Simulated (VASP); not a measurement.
Write the native input for VASP 6.6.1 that does the following.

```
Task                   : single point
Functional             : PBE
Potentials or basis    : VASP PAW PBE potentials, release 64 (Sn_d, Pb_d, S)
Cutoff                 : 520 eV
k mesh                 : 12 × 12 × 4
Occupations            : gaussian, width 0.01 eV
Spin                   : no spin polarisation
Dipole correction      : no
Further INCAR settings : ALGO = Normal; EDIFF = 1e-06; NBANDS = 39
```

The structure of Sn2PbS3 lies in POSCAR:

```
Sn2PbS3
1.0
    4.1738640754     -0.0000000289      0.0000000000
   -2.0869320127      3.6146723357      0.0000000000
    0.0000000000      0.0000000000     10.2287164000
Sn Pb S
2 1 3
Direct
    0.3333333333      0.6666666667      0.6636040000
    0.6666666667      0.3333333333      0.3363960000
    0.0000000000      0.0000000000      0.0000000000
    0.6666666667      0.3333333333      0.8260790000
    0.0000000000      0.0000000000      0.5000000000
    0.3333333333      0.6666666667      0.1739210000
```

The input as run:

INCAR

```
SYSTEM = Sn2PbS3
PREC = Accurate
ENCUT = 520
EDIFF = 1E-6
ISMEAR = 0
SIGMA = 0.01
LREAL = .FALSE.
LASPH = .TRUE.
NELM = 80
ALGO = Normal
ISIF = 2
LWAVE = .FALSE.
LCHARG = .FALSE.
GGA = PE
NBANDS = 39
```

KPOINTS

```
regular mesh
0
G
  12 12 4
  0 0 0
```

Potentials or basis: VASP PAW PBE potentials, release 64 (Sn_d, Pb_d, S).

Command:

```bash
$ cat potpaw_PBE.64/Sn_d/POTCAR potpaw_PBE.64/Pb_d/POTCAR potpaw_PBE.64/S/POTCAR > POTCAR
$ mpirun -np 1 vasp_std > vasp.out
```

It gave:

```
Pressure               : -0.1 GPa
Band gap on the k mesh : 0.16 eV
```

Caveat: spin-orbit coupling is left out, which moves the levels of the heavy elements.

Wall time 5.2 min on 1 thread of Intel(R) Xeon(R) Platinum 8259CL CPU @ 2.50GHz (Skylake/Cascade Lake), on a shared host, peak memory 0.52 GiB.
